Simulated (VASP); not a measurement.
# In (R-3m) in VASP: further runs

The runs below take In through electric field gradients, with PBE.

All numbers are computed with VASP 6.6.1; they aren't measurements. Logs are shortened: lines on timing, memory, paths and dates and some standing lists are left out, and cuts for length are marked.

## (1) The cell of the first run

The structure is trigonal, space group R-3m (No. 166). Conventional cell: a = 3.306 Å, b = 3.306 Å, c = 24.622 Å, α = 90.00°, β = 90.00°, γ = 120.00°. Within 4.3 Å of In (site symmetry -3m) lie 12 In at 3.31 to 3.34 Å. In (site symmetry 3m) has 12 In at 3.31 to 3.34 Å within 4.3 Å.

## (2) Electric field gradients, PBE (equal xx and yy strain of -1 %)

The input, INCAR:

```
SYSTEM = In
ALGO     = Normal         ! electronic algorithm
EDIFF    = 1E-8           ! SCF threshold, eV
ENCUT    = 520            ! plane-wave cutoff, eV
GGA      = PE             ! functional
ISIF     = 2              ! what is computed and relaxed
ISMEAR   = -1             ! smearing method
LASPH    = .TRUE.         ! aspherical terms in the spheres
LCHARG   = .FALSE.        ! write CHGCAR
LEFG     = .TRUE.       
LREAL    = .FALSE.        ! projectors in reciprocal space
LWAVE    = .FALSE.        ! write WAVECAR
NBANDS   = 26             ! bands
NELM     = 80             ! most SCF steps
PREC     = Accurate       ! precision mode
SIGMA    = 0.05           ! smearing width, eV
```

The input, KPOINTS:

```
k-points
0
G
  14 14 14
  0 0 0
```

The input, POSCAR:

```
In
1.0
    1.6529404484      0.9543256128      8.2074632500
   -1.6529404484      0.9543256128      8.2074632500
    0.0000000000     -1.9086512257      8.2074632500
In
3
Direct
    0.0000000000      0.0000000000      0.0000000000
    0.7780122400      0.7780122400      0.7780122400
    0.2219877600      0.2219877600      0.2219877600
```

Potentials or basis: VASP PAW PBE potentials, release 64 (In_d).

The run is started by

```bash
$ cat potpaw_PBE.64/In_d/POTCAR > POTCAR
$ mpirun -np 1 vasp_std > vasp.out
```

OUTCAR:

```text
SYSTEM = In
   EDIFF = 1E-8
   ENCUT = 520
   GGA = PE
   ISIF = 2
   ISMEAR = -1
   LASPH = .TRUE.
   LREAL = .FALSE.
   NELM = 80
   PREC = Accurate

 ion  position               nearest neighbor table
   1  0.000  0.000  0.000-   2 3.34   2 3.34   3 3.34   3 3.34   2 3.34   3 3.34
   2  0.778  0.778  0.778-   3 3.33   3 3.33   3 3.33   1 3.34   1 3.34   1 3.34
   3  0.222  0.222  0.222-   2 3.33   2 3.33   2 3.33   1 3.34   1 3.34   1 3.34

  LATTYP: Found a trigonal (rhomboedric) cell.
 ALAT       =     8.4264703466
 COS(alpha) =     0.9230421340

  Lattice vectors:

 A1 = (   1.6529404484,   0.9543256128,   8.2074632500)
 A2 = (  -1.6529404484,   0.9543256128,   8.2074632500)
 A3 = (   0.0000000000,  -1.9086512257,   8.2074632500)

Analysis of symmetry for initial positions (statically):
=====================================================================
 Subroutine PRICEL returns:
 Original cell was already a primitive cell.

 Routine SETGRP: Setting up the symmetry group for a
 trigonal (rhombohedral) supercell.

 Subroutine GETGRP returns: Found 12 space group operations
 (whereof 12 operations were pure point group operations)
 out of a pool of 12 trial point group operations.

The static configuration has the point symmetry D_3d.

Analysis of symmetry for dynamics (positions and initial velocities):
=====================================================================
 Subroutine PRICEL returns:
 Original cell was already a primitive cell.

 Routine SETGRP: Setting up the symmetry group for a
 trigonal (rhombohedral) supercell.

 Subroutine GETGRP returns: Found 12 space group operations
 (whereof 12 operations were pure point group operations)
 out of a pool of 12 trial point group operations.

The dynamic configuration has the point symmetry D_3d.

 Subroutine INISYM returns: Found 12 space group operations
 (whereof 12 operations are pure point group operations),
 and found     1 'primitive' translations

----------------------------------------------------------------------------------------

                                     Primitive cell

  volume of cell :      77.6809

  direct lattice vectors                    reciprocal lattice vectors
     1.652940448  0.954325613  8.207463250     0.302491236  0.174643397  0.040613442
    -1.652940448  0.954325613  8.207463250    -0.302491236  0.174643397  0.040613442
     0.000000000 -1.908651226  8.207463250     0.000000000 -0.349286794  0.040613442

  length of vectors
     8.426470347  8.426470347  8.426470347     0.351640037  0.351640037  0.351640037

  position of ions in fractional coordinates (direct lattice)
     0.000000000  0.000000000  0.000000000
     0.778012240  0.778012240  0.778012240
     0.221987760  0.221987760  0.221987760

  ion indices of the primitive-cell ions
   primitive index   ion index
                 1           1
                 2           2
                 3           3

----------------------------------------------------------------------------------------

 KPOINTS: k-points

Automatic generation of k-mesh.
 Grid dimensions read from file:
 generate k-points for:   14   14   14

 Generating k-lattice:

  Cartesian coordinates                     Fractional coordinates (reciprocal lattice)
     0.021606517  0.012474528  0.002900960     0.071428571  0.000000000  0.000000000
    -0.021606517  0.012474528  0.002900960     0.000000000  0.071428571  0.000000000
     0.000000000 -0.024949057  0.002900960     0.000000000  0.000000000  0.071428571

  Length of vectors
     0.025117146  0.025117146  0.025117146

  Shift w.r.t. Gamma in fractional coordinates (k-lattice)
     0.000000000  0.000000000  0.000000000

 Subroutine IBZKPT returns following result:
 ===========================================

 Found    288 irreducible k-points:

 Following reciprocal coordinates:
            Coordinates               Weight
  0.000000  0.000000  0.000000      1.000000
  0.071429 -0.000000  0.000000      6.000000
  0.142857 -0.000000  0.000000      6.000000
  0.214286  0.000000  0.000000      6.000000
  0.285714  0.000000  0.000000      6.000000
  0.357143 -0.000000  0.000000      6.000000
[... 16 lines left out ...]
  0.214286  0.142857  0.000000     12.000000
  0.285714  0.142857  0.000000     12.000000
 [... further k-points ...]
   k-points           NKPTS =    288   k-points in BZ     NKDIM =    288   number of bands    NBANDS=     26
   number of dos      NEDOS =    301   number of ions     NIONS =      3
   total plane-waves  NPLWV = 262144
   dimension x,y,z NGX =    64 NGY =   64 NGZ =   64
   dimension x,y,z NGXF=   128 NGYF=  128 NGZF=  128
   ions per type =               3
   NGX,Y,Z   is equivalent  to a cutoff of  12.63, 12.63, 12.63 a.u.
   NGXF,Y,Z  is equivalent  to a cutoff of  25.25, 25.25, 25.25 a.u.
 SYSTEM =  In
   PREC   = accura    normal or accurate (medium, high low for compatibility)
   ISTART =      0    job   : 0-new  1-cont  2-samecut
   ICHARG =      2    charge: 1-file 2-atom 10-const
   ISPIN  =      1    spin polarized calculation?
   LNONCOLLINEAR =      F non collinear calculations
   LSORBIT =      F    spin-orbit coupling
   LASPH  =      T    aspherical Exc in radial PAW
   ENCUT  =  520.0 eV  38.22 Ry    6.18 a.u.  15.67 15.67 15.67*2*pi/ulx,y,z
   NELM   =     80;   NELMIN=  2; NELMDL= -5     # of ELM steps
   EDIFF  = 0.1E-07   stopping-criterion for ELM
   LREAL  =      F    real-space projection
   EDIFFG = 0.1E-06   stopping-criterion for IOM
   NSW    =      0    number of steps for IOM
   IBRION =     -1    ionic relax: 0-MD 1-quasi-New 2-CG
   NFREE  =      0    steps in history (QN), initial steepest desc. (CG)
   ISIF   =      2    stress and relaxation
   ISYM   =      2    0-nonsym 1-usesym 2-fastsym
   POTIM  = 0.5000    time-step for ionic-motion
   TEBEG  =    0.0;   TEEND  =   0.0 temperature during run
   PSTRESS=    0.0 pullay stress
   NELECT =      39.0000    total number of electrons
   NUPDOWN=      -1.0000    fix difference up-down
   EMIN   =  10.00;   EMAX   =-10.00  energy-range for DOS
   EFERMI =   0.00;   METHOD = LEGACY
   ISMEAR =    -1;   SIGMA  =   0.05  broadening in eV -4-tet -1-fermi 0-gaus
   EFERMI_NEDOS =   21; number of points for ismear=-14 and -15
   IALGO  =     38    algorithm
   IMIX   =      4    mixing-type and parameters
     AMIX     =   0.40;   BMIX     =  1.00
     AMIX_MAG =   1.60;   BMIX_MAG =  1.00
  volume/ion in A,a.u.               =      25.89       174.74
  Fermi-wavevector in a.u.,A,eV,Ry     =   1.301143  2.458804 23.034298  1.692973
  Thomas-Fermi vector in A             =   2.432296
   LORBIT       =      0    0 simple, 1 ext, 2 COOP (PROOUT), +10 PAW based schemes
   GGA     = PE    functional components
   LHFCALC =     F    Hartree Fock is set to
   AEXX    =    0.0000 exact exchange contribution
   IVDW    =     0    specifies the selected vdW correction
   LEPSILON=     F    determine dielectric tensor
   LRPA    =     F    only Hartree local field effects (RPA)
 non-spin polarized calculation
  energy-cutoff  :      520.00
  volume of cell :       77.68
 maximum number of plane-waves:      2114
   NGX = 31   NGY = 31   NGZ = 31

 number of electron      38.9999997 magnetization

 Free energy of the ion-electron system (eV)
  ---------------------------------------------------
  ext. energy  EPLUGINS =         0.00000000
  ---------------------------------------------------
  free energy    TOTEN  =        -7.63128583 eV

  energy without entropy =       -7.61871173  energy(sigma->0) =       -7.62499878

 E-fermi :   7.6754     XC(G=0): -10.3029

 val. band max:        7.6739770274   @ k =  -0.2857   0.5000   0.2143
 cond. band min:       7.6768543627   @ k =   0.0714   0.0714   0.0000
 fundamental gap:      0.0028773354
 Fermi energy:         7.6753693594

 k-point     1 :       0.0000    0.0000    0.0000
  band No.  band energies     occupation
      1      -7.0557      2.00000
      2      -7.0539      2.00000
      3      -7.0151      2.00000
      4      -6.9982      2.00000
      5      -6.9982      2.00000
      6      -6.9785      2.00000
[... 18 lines left out ...]
     25      18.0886      0.00000
     26      18.1806      0.00000

 k-point     2 :       0.0714   -0.0000    0.0000
  band No.  band energies     occupation
      1      -7.0507      2.00000
      2      -7.0497      2.00000
      3      -7.0133      2.00000
      4      -7.0010      2.00000
      5      -6.9844      2.00000
      6      -6.9734      2.00000
[... 18 lines left out ...]
     25      17.4582      0.00000
     26      17.9368      0.00000

 k-point     3 :       0.1429   -0.0000    0.0000
  band No.  band energies     occupation
      1      -7.0639      2.00000
      2      -7.0479      2.00000
      3      -7.0071      2.00000
      4      -6.9894      2.00000
      5      -6.9681      2.00000
      6      -6.9498      2.00000
[... 18 lines left out ...]
     25      16.1829      0.00000
     26      17.0987      0.00000

 k-point     4 :       0.2143    0.0000    0.0000
  band No.  band energies     occupation
      1      -7.0953      2.00000
      2      -7.0713      2.00000
      3      -7.0030      2.00000
      4      -6.9766      2.00000
      5      -6.9607      2.00000
      6      -6.9455      2.00000
[... 18 lines left out ...]
     25      14.5999      0.00000
     26      16.3237      0.00000
[... 496 lines left out ...]
      1      -7.0683      2.00000
      2      -7.0379      2.00000
      3      -7.0014      2.00000
      4      -6.9982      2.00000
      5      -6.9775      2.00000
      6      -6.9522      2.00000
[... 18 lines left out ...]
     25      16.4152      0.00000
     26      17.2525      0.00000

 k-point    23 :       0.2143    0.1429    0.0000
  band No.  band energies     occupation
      1      -7.0715      2.00000
      2      -7.0401      2.00000
      3      -7.0123      2.00000
      4      -6.9977      2.00000
      5      -6.9712      2.00000
      6      -6.9291      2.00000
[... 18 lines left out ...]
     25      16.1121      0.00000
     26      16.3258      0.00000

 k-point    24 :       0.2857    0.1429    0.0000
  band No.  band energies     occupation
      1      -7.0623      2.00000
      2      -7.0544      2.00000
      3      -7.0328      2.00000
      4      -6.9951      2.00000
      5      -6.9579      2.00000
      6      -6.9402      2.00000
[... 18 lines left out ...]
     25      14.1726      0.00000
     26      15.4804      0.00000

 [... further k-points ...]

------------------------ aborting loop because EDIFF is reached ----------------------------------------

  FORCE on cell =-STRESS in cart. coord.  units (eV):
  Direction    XX          YY          ZZ          XY          YZ          ZX
  --------------------------------------------------------------------------------------
  -------------------------------------------------------------------------------------
  Total        1.2040934      1.2040934      1.3422872      0.0000000     -0.0000000      0.0000000
  in kB       24.8345781     24.8345781     27.6848413      0.0000000     -0.0000000      0.0000000
  external PRESSURE =      25.7846658 kB  Pullay stress =       0.0000000 kB

 VOLUME and BASIS-vectors are now :
 -----------------------------------------------------------------------------
  energy-cutoff  :      520.00
  volume of cell :       77.68
      direct lattice vectors                 reciprocal lattice vectors
     1.652940448  0.954325613  8.207463250     0.302491236  0.174643397  0.040613442
    -1.652940448  0.954325613  8.207463250    -0.302491236  0.174643397  0.040613442
     0.000000000 -1.908651226  8.207463250     0.000000000 -0.349286794  0.040613442

 POSITION                                       TOTAL-FORCE (eV/Angst)
 -----------------------------------------------------------------------------------
      0.00000      0.00000      0.00000         0.000000     -0.000000      0.000000
      0.00000     -0.00000     19.15652         0.000000      0.000000     -0.022879
      0.00000     -0.00000      5.46587         0.000000     -0.000000      0.022879
 -----------------------------------------------------------------------------------
    total drift:                                0.000000      0.000000     -0.000000

  FREE ENERGIE OF THE ION-ELECTRON SYSTEM (eV)
  ---------------------------------------------------
  free  energy   TOTEN  =        -7.6312858270 eV

  energy  without entropy=       -7.6187117263  energy(sigma->0) =       -7.62499878

 Electric field gradients (V/A^2)
---------------------------------------------------------------------
 ion       V_xx      V_yy      V_zz      V_xy      V_xz      V_yz
---------------------------------------------------------------------
   1      -2.020    -2.020     4.041     0.000     0.000     0.000
   2       1.315     1.315    -2.630    -0.000     0.000     0.000
   3       1.315     1.315    -2.630    -0.000     0.000     0.000
---------------------------------------------------------------------

 Electric field gradients after diagonalization (V/A^2)
 (convention: |V_zz| > |V_xx| > |V_yy|)
----------------------------------------------------------------------
 ion       V_xx      V_yy      V_zz     asymmetry (V_yy - V_xx)/ V_zz
----------------------------------------------------------------------
   1      -2.020    -2.020     4.041       0.000
   2       1.315     1.315    -2.630       0.000
   3       1.315     1.315    -2.630       0.000
----------------------------------------------------------------------

           NMR quadrupolar parameters

 Cq : quadrupolar parameter    Cq=e*Q*V_zz/h
 eta: asymmetry parameters     (V_yy - V_xx)/ V_zz
 Q  : nuclear electric quadrupole moment in mb (millibarn)
----------------------------------------------------------------------
 ion       Cq(MHz)       eta       Q (mb)
----------------------------------------------------------------------
   1       0.010       0.000       1.000
   2      -0.006       0.000       1.000
   3      -0.006       0.000       1.000
----------------------------------------------------------------------
```

Wall time 69 min (1 thread of Oxide Virtual Turin-like, shared host); peak memory 0.77 GiB.

Results:

```yaml
Free_energy: -7.6313 eV
Pressure: 2.6 GPa
Largest_force: 0.023 eV/Å
Band_gap_on_the_k_mesh: zero (an odd number of electrons rules out a gap without spin polarisation)
Largest_electric_field_gradient_by_atom: In +4.0, -2.6 (each value once) V/Å²
```

Forces on the atoms (eV/Å):
```
In   0.000  0.000  0.000
In   0.000  0.000 -0.023
In   0.000  0.000  0.023
```

Stress tensor (GPa, compression positive):
```
2.48 0.00 0.00
0.00 2.48 0.00
0.00 0.00 2.77
```

Levels at points of the mesh, in eV from the Fermi level:
| k point | band 16 | band 17 | band 18 | band 19 | band 20 | band 21 | band 22 | band 23 |
| --- | --- | --- | --- | --- | --- | --- | --- | --- |
| (0.00, 0.00, 0.00) | -9.65 | -7.20 | -7.17 | 0.35 | 0.37 | 9.00 | 9.00 | 9.08 |
| (0.50, 0.00, 0.00) | -4.78 | -4.22 | -3.00 | -2.82 | -1.22 | -1.10 | 3.25 | 4.06 |
| (0.50, 0.50, 0.00) | -4.53 | -4.27 | -3.51 | -3.13 | -0.48 | -0.33 | 1.84 | 3.31 |
| (0.50, 0.50, 0.50) | -9.06 | -9.03 | -4.51 | -3.50 | 5.65 | 5.69 | 8.58 | 8.58 |

Electric field gradients, principal values (V/Å²):
```csv
atom,least,middle,greatest (by size)
1 In,-2.020,-2.020,4.041
2 In,1.315,1.315,-2.630
3 In,1.315,1.315,-2.630
```

Caveat: the cell differs from its parent crystal (equal xx and yy strain of -1 %); without QUAD_EFG the Cq values of the log hold for a quadrupole moment of 1 mb, not for the nuclei; spin-orbit coupling is left out, which moves the levels of the heavy elements.

[end of part 1 of 2]
